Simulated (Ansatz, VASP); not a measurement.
MgAuC2N2: VASP beside Ansatz

```xyz
6
Lattice="3.3803 0.0000 0.0000 -1.2206 3.2177 0.0000 -0.7859 -1.6236 8.6188" Properties=species:S:1:pos:R:3 pbc="T T T"
Mg    0.0000    0.0000    0.0000
C     1.5943    2.2884    1.6544
C    -0.2205   -0.6943    6.9644
Au    0.6869    0.7970    4.3094
N     1.2602    1.7393    2.6320
N     0.1136   -0.1452    5.9868
```

Alike in both runs: task single point; functional PBE; k mesh 6 × 6 × 2; occupations gaussian, width 0.1 eV; no spin polarisation.

|  | VASP | Ansatz |
| --- | --- | --- |
| version | VASP 6.6.1 | Ansatz 0.2.0 |
| potentials or method | VASP PAW PBE potentials, release 64 (Mg_sv, C, Au_sv_GW, N), cutoff 750 eV | scalar-relativistic, plane waves, PAW |
| valence electrons in the cell | 47 | 47 |

VASP gave:

| Item | Value |
| --- | --- |
| gap on the k mesh at the Fermi level (eV) | none |
| pressure (GPa) | 4.3 |
| traceless stress, the component that is largest in VASP (GPa) | 2.55 |
| rms of the force components (eV/Å) | 0.750 |

Question: Estimate Ansatz's values.

Answer: gap on the k mesh at the Fermi level (eV): none; pressure (GPa): 4.2; traceless stress, the component that is largest in VASP (GPa): 2.01; rms of the force components (eV/Å): 0.642.

Atom by atom the forces differ by 0.156 eV/Å (rms over components). A gap of «none» marks a metal or a gap that the smearing closes. The functional is the same, so the differences come from potentials, cutoffs and numerics.

The k mesh is coarse, so the values compare programs but aren't converged. Spin-orbit coupling is off throughout. Noted on VASP's run: the standard files for N, O and F lose accuracy on very short bonds.
